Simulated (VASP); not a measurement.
# AlNi4 (P6_3/mmc) in VASP: further runs

AlNi4 is run at these levels: PBE; tasks: single point.

All numbers are computed with VASP 6.6.1; they aren't measurements. Logs are shortened: lines on timing, memory, paths and dates and some standing lists are left out, and cuts for length are marked.

### Step 1. The cell of the first run

Symmetry: P6_3/mmc, No. 194, hexagonal system. Conventional cell: a = 2.540 Å, b = 2.540 Å, c = 19.986 Å, α = 90.00°, β = 90.00°, γ = 120.00°. Within 3.3 Å of Al (site symmetry -6m2) lie 6 Ni at 2.48 Å and 6 Al at 2.54 Å. Within 3.3 Å of Ni (site symmetry 3m) lie 12 Ni at 2.48 to 2.54 Å. Ni (site symmetry 3m) has 9 Ni at 2.48 to 2.54 Å and 3 Al at 2.48 Å within 3.3 Å.

### Step 2. Single point, PBE, collinear spin, ferromagnetic start

INCAR reads:

```
PREC = Accurate
ENCUT = 520
EDIFF = 1E-6
ISMEAR = 0
SIGMA = 0.1
LREAL = F
LASPH = T
NELM = 150
ALGO = Normal
ISIF = 2
LWAVE = F
LCHARG = F
ISPIN = 2
MAGMOM = 0 0 2 2 2 2 2 2 2 2
LORBIT = 11
LMAXMIX = 4
GGA = PE
NBANDS = 58
```

KPOINTS reads:

```
Automatic mesh
0
Gamma
  6 6 1
```

POSCAR reads:

```
AlNi4
1.0
    2.5395241200      0.0000000000      0.0000000000
   -1.2697620600      2.1992924000      0.0000000000
    0.0000000000      0.0000000000     19.9858462000
Al Ni
2 8
Direct
    0.3333333300      0.6666666700      0.7500000000
    0.6666666700      0.3333333300      0.2500000000
    0.3333333300      0.6666666700      0.9500000000
    0.3333333300      0.6666666700      0.1500000000
    0.3333333300      0.6666666700      0.3500000000
    0.3333333300      0.6666666700      0.5500000000
    0.6666666700      0.3333333300      0.0500000000
    0.6666666700      0.3333333300      0.4500000000
    0.6666666700      0.3333333300      0.6500000000
    0.6666666700      0.3333333300      0.8500000000
```

Potentials or basis: VASP PAW PBE potentials, release 64 (Al, Ni).

Started as:

```console
$ cat potpaw_PBE.64/Al/POTCAR potpaw_PBE.64/Ni/POTCAR > POTCAR
$ mpirun -np 1 vasp_std > vasp.out
```

OUTCAR:

```text
PREC = Accurate
   ENCUT = 520
   EDIFF = 1E-6
   ISMEAR = 0
   LREAL = F
   LASPH = T
   NELM = 150
   ISIF = 2
   ISPIN = 2
   LORBIT = 11
   GGA = PE

 ion  position               nearest neighbor table
   1  0.333  0.667  0.750-   9 2.48  10 2.48   9 2.48  10 2.48   9 2.48  10 2.48
   2  0.667  0.333  0.250-   4 2.48   5 2.48   4 2.48   5 2.48   4 2.48   5 2.48
   3  0.333  0.667  0.950-   7 2.48  10 2.48   7 2.48  10 2.48   7 2.48  10 2.48
   4  0.333  0.667  0.150-   2 2.48   7 2.48   2 2.48   7 2.48   2 2.48   7 2.48
   5  0.333  0.667  0.350-   2 2.48   8 2.48   2 2.48   8 2.48   2 2.48   8 2.48
   6  0.333  0.667  0.550-   8 2.48   9 2.48   8 2.48   9 2.48   8 2.48   9 2.48
   7  0.667  0.333  0.050-   3 2.48   4 2.48   3 2.48   4 2.48   3 2.48   4 2.48
   8  0.667  0.333  0.450-   6 2.48   5 2.48   6 2.48   5 2.48   6 2.48   5 2.48
   9  0.667  0.333  0.650-   1 2.48   6 2.48   1 2.48   6 2.48   1 2.48   6 2.48
  10  0.667  0.333  0.850-   1 2.48   3 2.48   1 2.48   3 2.48   1 2.48   3 2.48

  LATTYP: Found a hexagonal cell.
 ALAT       =     2.5395241200
 C/A-ratio  =     7.8699178490

  Lattice vectors:

 A1 = (   2.5395241200,   0.0000000000,   0.0000000000)
 A2 = (  -1.2697620600,   2.1992924000,   0.0000000000)
 A3 = (   0.0000000000,   0.0000000000,  19.9858462000)

Analysis of symmetry for initial positions (statically):
=====================================================================
 Subroutine PRICEL returns:
 Original cell was already a primitive cell.

 Routine SETGRP: Setting up the symmetry group for a
 hexagonal supercell.

 Subroutine GETGRP returns: Found 24 space group operations
 (whereof 12 operations were pure point group operations)
 out of a pool of 24 trial point group operations.

The static configuration has the point symmetry D_3d.
 The point group associated with its full space group is D_6h.

Analysis of symmetry for dynamics (positions and initial velocities):
=====================================================================
 Subroutine PRICEL returns:
 Original cell was already a primitive cell.

 Routine SETGRP: Setting up the symmetry group for a
 hexagonal supercell.

 Subroutine GETGRP returns: Found 24 space group operations
 (whereof 12 operations were pure point group operations)
 out of a pool of 24 trial point group operations.

The dynamic configuration has the point symmetry D_3d.
 The point group associated with its full space group is D_6h.

Analysis of structural, dynamic, and magnetic symmetry:
=====================================================================
 Subroutine PRICEL returns:
 Original cell was already a primitive cell.

 Routine SETGRP: Setting up the symmetry group for a
 hexagonal supercell.

 Subroutine GETGRP returns: Found 24 space group operations
 (whereof 12 operations were pure point group operations)
 out of a pool of 24 trial point group operations.

The overall configuration has the point symmetry D_3d.
 The point group associated with its full space group is D_6h.

 Subroutine INISYM returns: Found 24 space group operations
 (whereof 12 operations are pure point group operations),
 and found     1 'primitive' translations

----------------------------------------------------------------------------------------

                                     Primitive cell

  volume of cell :     111.6241

  direct lattice vectors                    reciprocal lattice vectors
     2.539524120  0.000000000  0.000000000     0.393774563  0.227345850  0.000000000
    -1.269762060  2.199292400  0.000000000     0.000000000  0.454691700  0.000000000
     0.000000000  0.000000000 19.985846200     0.000000000  0.000000000  0.050035410

  length of vectors
     2.539524120  2.539524119 19.985846200     0.454691700  0.454691700  0.050035410

  position of ions in fractional coordinates (direct lattice)
     0.333333330  0.666666670  0.750000000
     0.666666670  0.333333330  0.250000000
     0.333333330  0.666666670  0.950000000
     0.333333330  0.666666670  0.150000000
     0.333333330  0.666666670  0.350000000
     0.333333330  0.666666670  0.550000000
     0.666666670  0.333333330  0.050000000
     0.666666670  0.333333330  0.450000000
     0.666666670  0.333333330  0.650000000
     0.666666670  0.333333330  0.850000000

  ion indices of the primitive-cell ions
   primitive index   ion index
                 1           1
                 2           2
                 3           3
                 4           4
                 5           5
                 6           6
                 7           7
                 8           8
                 9           9
                10          10

----------------------------------------------------------------------------------------

 KPOINTS: Automatic mesh

Automatic generation of k-mesh.
 Grid dimensions read from file:
 generate k-points for:    6    6    1

 Generating k-lattice:

  Cartesian coordinates                     Fractional coordinates (reciprocal lattice)
     0.065629094  0.037890975  0.000000000     0.166666667  0.000000000  0.000000000
     0.000000000  0.075781950  0.000000000     0.000000000  0.166666667  0.000000000
     0.000000000  0.000000000  0.050035410     0.000000000  0.000000000  1.000000000

  Length of vectors
     0.075781950  0.075781950  0.050035410

  Shift w.r.t. Gamma in fractional coordinates (k-lattice)
     0.000000000  0.000000000  0.000000000

 Subroutine IBZKPT returns following result:
 ===========================================

 Found      7 irreducible k-points:

 Following reciprocal coordinates:
            Coordinates               Weight
  0.000000  0.000000  0.000000      1.000000
  0.166667  0.000000  0.000000      6.000000
  0.333333  0.000000  0.000000      6.000000
  0.500000  0.000000  0.000000      3.000000
  0.166667  0.166667  0.000000      6.000000
  0.333333  0.166667  0.000000     12.000000
  0.333333  0.333333  0.000000      2.000000
   k-points           NKPTS =      7   k-points in BZ     NKDIM =      7   number of bands    NBANDS=     58
   number of dos      NEDOS =    301   number of ions     NIONS =     10
   total plane-waves  NPLWV =  60000
   dimension x,y,z NGX =    20 NGY =   20 NGZ =  150
   dimension x,y,z NGXF=    40 NGYF=   40 NGZF=  300
   ions per type =               2   8
   NGX,Y,Z   is equivalent  to a cutoff of  13.09, 13.09, 12.48 a.u.
   NGXF,Y,Z  is equivalent  to a cutoff of  26.19, 26.19, 24.95 a.u.
 SYSTEM =  unknown system
   PREC   = accura    normal or accurate (medium, high low for compatibility)
   ISTART =      0    job   : 0-new  1-cont  2-samecut
   ICHARG =      2    charge: 1-file 2-atom 10-const
   ISPIN  =      2    spin polarized calculation?
   LNONCOLLINEAR =      F non collinear calculations
   LSORBIT =      F    spin-orbit coupling
   LASPH  =      T    aspherical Exc in radial PAW
   ENCUT  =  520.0 eV  38.22 Ry    6.18 a.u.   4.72  4.72 37.16*2*pi/ulx,y,z
   NELM   =    150;   NELMIN=  2; NELMDL= -5     # of ELM steps
   EDIFF  = 0.1E-05   stopping-criterion for ELM
   LREAL  =      F    real-space projection
   EDIFFG = 0.1E-04   stopping-criterion for IOM
   NSW    =      0    number of steps for IOM
   IBRION =     -1    ionic relax: 0-MD 1-quasi-New 2-CG
   NFREE  =      0    steps in history (QN), initial steepest desc. (CG)
   ISIF   =      2    stress and relaxation
   ISYM   =      2    0-nonsym 1-usesym 2-fastsym
   POTIM  = 0.5000    time-step for ionic-motion
   TEBEG  =    0.0;   TEEND  =   0.0 temperature during run
   PSTRESS=    0.0 pullay stress
   NELECT =      86.0000    total number of electrons
   NUPDOWN=      -1.0000    fix difference up-down
   EMIN   =  10.00;   EMAX   =-10.00  energy-range for DOS
   EFERMI =   0.00;   METHOD = LEGACY
   ISMEAR =     0;   SIGMA  =   0.10  broadening in eV -4-tet -1-fermi 0-gaus
   EFERMI_NEDOS =   21; number of points for ismear=-14 and -15
   IALGO  =     38    algorithm
   IMIX   =      4    mixing-type and parameters
     AMIX     =   0.40;   BMIX     =  1.00
     AMIX_MAG =   1.60;   BMIX_MAG =  1.00
  volume/ion in A,a.u.               =      11.16        75.33
  Fermi-wavevector in a.u.,A,eV,Ry     =   1.500796  2.836093 30.645612  2.252389
  Thomas-Fermi vector in A             =   2.612250
   LORBIT       =     11    0 simple, 1 ext, 2 COOP (PROOUT), +10 PAW based schemes
   GGA     = PE    functional components
   LHFCALC =     F    Hartree Fock is set to
   AEXX    =    0.0000 exact exchange contribution
   IVDW    =     0    specifies the selected vdW correction
   LEPSILON=     F    determine dielectric tensor
   LRPA    =     F    only Hartree local field effects (RPA)
 spin polarized calculation
 Gauss-broadening in eV      SIGMA  =   0.10
  energy-cutoff  :      520.00
  volume of cell :      111.62
 maximum number of plane-waves:      3039
 NGX is ok and might be reduce to    20
   NGX =  9   NGY =  9   NGZ = 75

 number of electron      85.9999971 magnetization      10.6114356

 number of electron      85.9999971 magnetization       3.4611688

 Free energy of the ion-electron system (eV)
  ---------------------------------------------------
  ext. energy  EPLUGINS =         0.00000000
  ---------------------------------------------------
  free energy    TOTEN  =       -52.31218953 eV

  energy without entropy =      -52.22841694  energy(sigma->0) =      -52.27030324

 E-fermi :   9.7223     XC(G=0): -12.8168

 val. band max:        9.7202523398   @ k =   0.1667   0.0000   0.0000
 cond. band min:       9.7352279231   @ k =   0.1667   0.0000   0.0000
 fundamental gap:      0.0149755833
 Fermi energy:         9.7222639519

 spin component 1

 k-point     1 :       0.0000    0.0000    0.0000
  band No.  band energies     occupation
      1      -1.5490      1.00000
      2      -1.5346      1.00000
      3       1.1081      1.00000
      4       1.6806      1.00000
      5       1.8163      1.00000
      6       3.2203      1.00000
[... 47 lines left out ...]
     54      19.8126      0.00000
[... 347 lines left out ...]
     54      14.6117      0.00000
     55      14.6117      0.00000
 Fermi energy:         9.7222639519

 spin component 2

 k-point     1 :       0.0000    0.0000    0.0000
  band No.  band energies     occupation
      1      -1.5403      1.00000
      2      -1.5256      1.00000
      3       1.0947      1.00000
      4       1.6671      1.00000
      5       1.8078      1.00000
      6       3.2230      1.00000
[... 47 lines left out ...]
     54      19.9445      0.00000
[... 347 lines left out ...]
     54      14.8139      0.00000
     55      14.8139      0.00000
 [bands above 55 left out]

------------------------ aborting loop because EDIFF is reached ----------------------------------------

  FORCE on cell =-STRESS in cart. coord.  units (eV):
  Direction    XX          YY          ZZ          XY          YZ          ZX
  --------------------------------------------------------------------------------------
  -------------------------------------------------------------------------------------
  Total        5.3586338      5.3586338      1.2141192      0.0000000      0.0000000     -0.0000000
  in kB       76.9142491     76.9142490     17.4266556      0.0000000      0.0000000     -0.0000000
  external PRESSURE =      57.0850512 kB  Pullay stress =       0.0000000 kB

 VOLUME and BASIS-vectors are now :
 -----------------------------------------------------------------------------
  energy-cutoff  :      520.00
  volume of cell :      111.62
      direct lattice vectors                 reciprocal lattice vectors
     2.539524120  0.000000000  0.000000000     0.393774563  0.227345850  0.000000000
    -1.269762060  2.199292400  0.000000000     0.000000000  0.454691700  0.000000000
     0.000000000  0.000000000 19.985846200     0.000000000  0.000000000  0.050035410

 POSITION                                       TOTAL-FORCE (eV/Angst)
 -----------------------------------------------------------------------------------
     -0.00000      1.46619     14.98938         0.000000      0.000000      0.000000
      1.26976      0.73310      4.99646        -0.000000     -0.000000      0.000000
     -0.00000      1.46619     18.98655         0.000000     -0.000000      0.184794
     -0.00000      1.46619      2.99788        -0.000000      0.000000      0.364323
     -0.00000      1.46619      6.99505         0.000000      0.000000     -0.364323
     -0.00000      1.46619     10.99222         0.000000     -0.000000     -0.184794
      1.26976      0.73310      0.99929        -0.000000      0.000000     -0.184794
      1.26976      0.73310      8.99363        -0.000000      0.000000      0.184794
      1.26976      0.73310     12.99080         0.000000     -0.000000      0.364323
      1.26976      0.73310     16.98797         0.000000      0.000000     -0.364323
 -----------------------------------------------------------------------------------
    total drift:                               -0.000001      0.000000     -0.000001

  FREE ENERGIE OF THE ION-ELECTRON SYSTEM (eV)
  ---------------------------------------------------
  free  energy   TOTEN  =       -52.3121895331 eV

  energy  without entropy=      -52.2284169371  energy(sigma->0) =      -52.27030324

 total charge

# of ion       s       p       d       tot
------------------------------------------
    1        0.422   0.463   0.000   0.885
    2        0.422   0.463   0.000   0.885
    3        0.486   0.474   8.309   9.269
    4        0.487   0.516   8.384   9.387
    5        0.487   0.516   8.384   9.387
    6        0.486   0.474   8.309   9.269
    7        0.486   0.474   8.309   9.269
    8        0.486   0.474   8.309   9.269
    9        0.487   0.516   8.384   9.387
   10        0.487   0.516   8.384   9.387
--------------------------------------------------
tot          4.735   4.889  66.771  76.394

 magnetization (x)

# of ion       s       p       d       tot
------------------------------------------
    1        0.003   0.001   0.000   0.004
    2        0.003   0.001   0.000   0.004
    3       -0.003  -0.017   0.610   0.590
    4       -0.001  -0.009   0.298   0.288
    5       -0.001  -0.009   0.298   0.288
    6       -0.003  -0.017   0.610   0.590
    7       -0.003  -0.017   0.610   0.590
    8       -0.003  -0.017   0.610   0.590
    9       -0.001  -0.009   0.298   0.288
   10       -0.001  -0.009   0.298   0.288
--------------------------------------------------
tot         -0.010  -0.099   3.632   3.523
```

Run time: 7.1 min. Hardware: 1 thread of Intel Xeon 8259CL, shared host; peak memory 0.31 GiB.

Results:

```yaml
Free_energy: -52.3122 eV
Pressure: 5.7 GPa
Largest_force: 0.364 eV/Å
Net_moment: 3.46 μB per cell
Site_moments: Al +0.00; Ni +0.59, +0.29 (each value once) μB
Valence_electrons_inside_the_program's_atomic_spheres: Al 0.89; Ni 9.27, 9.39 (each value once)
```

Forces on the atoms (eV/Å):
```
Al   0.000  0.000  0.000
Al   0.000  0.000  0.000
Ni   0.000  0.000  0.185
Ni   0.000  0.000  0.364
Ni   0.000  0.000 -0.364
Ni   0.000  0.000 -0.185
Ni   0.000  0.000 -0.185
Ni   0.000  0.000  0.185
Ni   0.000  0.000  0.364
Ni   0.000  0.000 -0.364
```

Stress tensor (GPa, compression positive):
```
7.69 0.00 0.00
0.00 7.69 0.00
0.00 0.00 1.74
```

Levels at points of the mesh, in eV from the Fermi level:
Spin up:
| k point | band 44 | band 45 | band 46 | band 47 | band 48 | band 49 | band 50 | band 51 |
| --- | --- | --- | --- | --- | --- | --- | --- | --- |
| (0.00, 0.00, 0.00) | -0.82 | -0.82 | -0.77 | -0.69 | -0.69 | -0.68 | -0.68 | 3.52 |
| (0.50, 0.00, 0.00) | 0.03 | 0.04 | 0.63 | 1.43 | 1.45 | 2.37 | 2.58 | 3.56 |
Spin down:
```csv
k point,band 39,band 40,band 41,band 42,band 43,band 44,band 45,band 46,band 47,band 48
"(0.00, 0.00, 0.00)",-0.77,-0.76,-0.75,-0.75,-0.36,-0.36,-0.35,-0.35,-0.04,-0.04
"(0.50, 0.00, 0.00)",0.09,0.15,0.16,0.24,0.24,0.43,0.50,1.02,1.54,1.61
```

Caveat: the k points lie up to 0.48 Å⁻¹ apart.

### Step 3. Single point, PBE, collinear spin, ferromagnetic start

This run uses another cell than the first one, of 11.51 Å³/atom.

INCAR reads:

```
SYSTEM = AlNi4
PREC = Accurate ; ENCUT = 520
EDIFF = 1E-6 ; ISMEAR = 0
SIGMA = 0.1 ; LREAL = .False.
LASPH = .True. ; NELM = 150
ALGO = Normal ; ISIF = 2
LWAVE = .False. ; LCHARG = .True.
ISPIN = 2 ; MAGMOM = 0 0 2 2 2 2 2 2 2 2
LORBIT = 11 ; LMAXMIX = 4
GGA = PE ; LELF = .True.
LVHAR = .True. ; NBANDS = 58
```

KPOINTS reads:

```
Automatic mesh
0
Gamma
  6 6 1
  0 0 0
```

POSCAR reads:

```
AlNi4
1.0
    2.5872643708      0.0000000000      0.0000000000
   -1.2936321854      2.2406366714      0.0000000000
    0.0000000000      0.0000000000     19.8615201940
Al Ni
2 8
Direct
    0.3333333333      0.6666666667      0.7500000000
    0.6666666667      0.3333333333      0.2500000000
    0.3333333333      0.6666666667      0.9501303649
    0.3333333333      0.6666666667      0.1516263026
    0.3333333333      0.6666666667      0.3483736974
    0.3333333333      0.6666666667      0.5498696351
    0.6666666667      0.3333333333      0.0498696351
    0.6666666667      0.3333333333      0.4501303649
    0.6666666667      0.3333333333      0.6516263026
    0.6666666667      0.3333333333      0.8483736974
```

Potentials or basis: VASP PAW PBE potentials, release 64 (Al, Ni).

Started as:

```console
$ cat potpaw_PBE.64/Al/POTCAR potpaw_PBE.64/Ni/POTCAR > POTCAR
$ mpirun -np 1 vasp_std > vasp.out
```

Run time: 7 min. Hardware: 1 thread of Intel Xeon 8259CL, shared host; peak memory 0.3 GiB.

Results (log left out):

```yaml
Free_energy: -52.4403 eV
Pressure: 0.0 GPa
Largest_force: 0.033 eV/Å
Net_moment: 3.08 μB per cell
Site_moments: Al +0.00; Ni +0.57, +0.22 (each value once) μB
Valence_electrons_inside_the_program's_atomic_spheres: Al 0.87; Ni 9.21, 9.35 (each value once)
```

Forces in eV/Å, atoms in the order of the input:
```
Al   0.000  0.000  0.000
Al   0.000  0.000  0.000
Ni   0.000  0.000  0.031
Ni   0.000  0.000  0.033
Ni   0.000  0.000 -0.033
Ni   0.000  0.000 -0.031
Ni   0.000  0.000 -0.031
Ni   0.000  0.000  0.031
Ni   0.000  0.000  0.033
Ni   0.000  0.000 -0.033
```

Stress tensor (GPa, compression positive):
```
 0.26  0.00  0.00
 0.00  0.26  0.00
 0.00  0.00 -0.64
```

Levels at points of the mesh, in eV from the Fermi level:
Spin up:
| k point | band 43 | band 44 | band 45 | band 46 | band 47 | band 48 | band 49 | band 50 |
| --- | --- | --- | --- | --- | --- | --- | --- | --- |
| (0.00, 0.00, 0.00) | -0.82 | -0.80 | -0.80 | -0.67 | -0.67 | -0.66 | -0.66 | -0.49 |
| (0.50, 0.00, 0.00) | -0.02 | 0.04 | 0.09 | 0.59 | 1.37 | 1.41 | 2.29 | 2.45 |
Spin down:
```
           k point  band 41  band 42  band 43  band 44  band 45  band 46
(0.00, 0.00, 0.00)    -0.78    -0.50    -0.39    -0.39    -0.38    -0.38
(0.50, 0.00, 0.00)     0.10     0.20     0.21     0.42     0.47     0.96
```

Caveat: the k points lie up to 0.47 Å⁻¹ apart.
